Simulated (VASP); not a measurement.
Set up this calculation in VASP 6.6.1, as the native input.

* Task: single point
* Functional: r2SCAN
* Potentials or basis: VASP PAW PBE potentials, release 64 (Si, C)
* Cutoff: 520 eV
* k mesh: 12 × 12 × 6
* Occupations: gaussian, width 0.02 eV
* Spin: no spin polarisation
* Dipole correction: no
* Further INCAR settings: ALGO = Normal; EDIFF = 1e-06; NBANDS = 16

SiC (Moissanite):

```xyz
4
Lattice="3.0753 0.0000 0.0000 -1.5377 2.6633 0.0000 0.0000 0.0000 5.0482" Properties=species:S:1:pos:R:3 pbc="T T T"
Si    1.5377    0.8878   -0.0020
Si    0.0000    1.7755    2.5221
C     1.5377    0.8878    1.8951
C     0.0000    1.7755    4.4192
```

One way to write it, as run:

POSCAR

```
SiC
1.0
    3.0753207221      0.0000000000      0.0000000000
   -1.5376603611      2.6633058701      0.0000000000
    0.0000000000      0.0000000000      5.0482208719
Si C
2 2
Direct
    0.6666666667      0.3333333333     -0.0004014583
    0.3333333333      0.6666666667      0.4995985417
    0.6666666667      0.3333333333      0.3754014583
    0.3333333333      0.6666666667      0.8754014583
```

INCAR.step1

```
ALGO = Normal
EDIFF = 1E-4
ENCUT = 520
GGA = PE
ISMEAR = 0
LASPH = True
LCHARG = False
LREAL = False
LWAVE = True
NBANDS = 16
NELM = 80
PREC = Accurate
SIGMA = 0.02
```

INCAR.step2

```
ALGO = Normal
EDIFF = 1E-6
ENCUT = 520
ISIF = 2
ISMEAR = 0
ISTART = 1
LASPH = True
LCHARG = False
LMIXTAU = True
LREAL = False
LWAVE = False
METAGGA = R2SCAN
NBANDS = 16
NELM = 80
PREC = Accurate
SIGMA = 0.02
```

KPOINTS

```
k-points
0
Gamma
  12 12 6
```

Potentials or basis: VASP PAW PBE potentials, release 64 (Si, C).

Launch:

```console
$ cat potpaw_PBE.64/Si/POTCAR potpaw_PBE.64/C/POTCAR > POTCAR
$ cp INCAR.step1 INCAR
$ mpirun -np 1 vasp_std > vasp.out
$ cp INCAR.step2 INCAR
$ mpirun -np 1 vasp_std > vasp.out
```

It gave:

| Quantity | Value |
| --- | --- |
| Pressure | -0.2 GPa |
| Band gap on the k mesh | 2.66 eV, indirect (least direct gap 4.48 eV) |

Caveat: the PAW data sets were made with another functional, which shifts forces and pressure a little.

Wall time 3.5 min on 1 thread of AMD EPYC 9R45 (Zen 5), with other jobs on the host, peak memory 0.15 GiB.
